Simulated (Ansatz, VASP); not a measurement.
**BP in VASP and in Ansatz**

```xyz
2
Lattice="0.0000 2.2661 2.2661 2.2661 0.0000 2.2661 2.2661 2.2661 0.0000" Properties=species:S:1:pos:R:3 pbc="T T T"
B     0.0000    0.0000    0.0000
P     1.1330    1.1330    1.1330
```

Alike in both runs: task relaxation of cell and atoms; functional PBE; k mesh 10 × 10 × 10; occupations gaussian, width 0.02 eV; no spin polarisation.

|  | VASP | Ansatz |
| --- | --- | --- |
| version | VASP 6.6.1 | Ansatz 0.2.0 |
| potentials or method | VASP PAW PBE potentials, release 64 (B, P), cutoff 500 eV | scalar-relativistic, plane waves, PAW |
| valence electrons in the cell | 8 | 8 |

Ansatz gave:

| Item | Value |
| --- | --- |
| gap on the k mesh at the Fermi level, each at its own relaxed structure (eV) | 1.25 |
| relaxed volume (Å³/atom) | 11.76 |
| relaxed cell length with the largest relative difference (Å) | 3.216 |

Task: What did VASP give for the same quantities?

Result: gap on the k mesh at the Fermi level, each at its own relaxed structure (eV): 1.25; relaxed volume (Å³/atom): 11.75; relaxed cell length with the largest relative difference (Å): 3.215.
